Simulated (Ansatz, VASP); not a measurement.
AgI: VASP beside Ansatz

Contents of POSCAR:

```
AgI
1.0
    4.6973804538      0.0000000000      0.0000000000
   -2.3486902269      4.0680508042      0.0000000000
    0.0000000000      0.0000000000      7.6752895980
Ag I
2 2
Direct
    0.3333333333      0.6666666667      0.0000048555
    0.6666666667      0.3333333333      0.5000048555
    0.3333333333      0.6666666667      0.3749951445
    0.6666666667      0.3333333333      0.8749951445
```

Contents of INCAR.step1:

```
SYSTEM = AgI
  PREC = Accurate
  ENCUT = 400
  EDIFF = 1E-5
  ISMEAR = 0
  SIGMA = 0.01
  LREAL = .False.
  LASPH = .True.
  NELM = 120
  ALGO = Normal
  ISIF = 2
  LWAVE = .True.
  LCHARG = .False.
  GGA = PE
  NBANDS = 26
  GGA_COMPAT = .False.
  KPAR = 4
```

File INCAR.step2:

```
SYSTEM = AgI
  PREC = Accurate
  ENCUT = 400
  EDIFF = 1E-6
  ISMEAR = 0
  SIGMA = 0.01
  LREAL = .False.
  LASPH = .True.
  NELM = 120
  ALGO = Normal
  ISIF = 2
  LWAVE = .False.
  LCHARG = .False.
  GGA = PE
  LHFCALC = .True.
  HFSCREEN = 0.2079
  PRECFOCK = Normal
  ISTART = 1
  NBANDS = 26
  GGA_COMPAT = .False.
  KPAR = 4
```

File KPOINTS:

```
regular mesh
0
Gamma
  6 6 2
  0 0 0
```

Input for Ansatz:

```yaml
crystal:
  lattice:
    - [4.6973804538, 0.0, 0.0]
    - [-2.3486902269, 4.0680508042, 0.0]
    - [0.0, 0.0, 7.675289598]
  atoms:
    - { symbol: Ag, position: [0.3333333333, 0.6666666667, 4.8555e-06] }
    - { symbol: Ag, position: [0.6666666667, 0.3333333333, 0.5000048555] }
    - { symbol: I, position: [0.3333333333, 0.6666666667, 0.3749951445] }
    - { symbol: I, position: [0.6666666667, 0.3333333333, 0.8749951445] }
kpoints:
  mp_grid: { grid: [6, 6, 2] }
  band_path:
    path:
      - [0.0, 0.0, 0.0]
      - [0.5, 0.0, 0.0]
      - [0.3333333333, 0.3333333333, 0.0]
      - [0.0, 0.0, 0.5]
      - [0.5, 0.0, 0.5]
      - [0.3333333333, 0.3333333333, 0.5]
    npoints: 1
hamiltonian:
  xc: hse06
scf:
  occupations: { method: fixed }
  n_extra_bands: 5
output:
  forces: true
  stress: true
  eigenvalues: true
  write_density: true
  write_potential: true
  elf: true
  volumetric_format: npy
```

Change from the starting cell: hydrostatic strain +1.0%.

Alike in both runs: task single point; functional HSE06; k mesh 6 × 6 × 2; no spin polarisation.

|  | VASP | Ansatz |
| --- | --- | --- |
| version | VASP 6.6.1 | Ansatz 0.2.0 |
| potentials or method | VASP PAW PBE potentials, release 64 (Ag, I) | plane waves, PAW |
| plane-wave cutoff (eV) | 400 | 420 |
| occupations | gaussian, width 0.01 eV | fixed |
| valence electrons in the cell | 36 | 72 |

|  | VASP | Ansatz | Ansatz less VASP |
| --- | --- | --- | --- |
| gap on the k mesh at the Fermi level (eV) | 2.51 | 2.54 | +0.024 |
| pressure (GPa) | -0.5 | -0.3 | +0.20 |

VASP's potentials hold 36 valence electrons a cell and Ansatz's 72, so a difference there can come from the potentials and not from the codes. Ansatz's warnings: stress exchange threshold loose, stress scf threshold loose.

Neither program's run includes spin-orbit coupling.
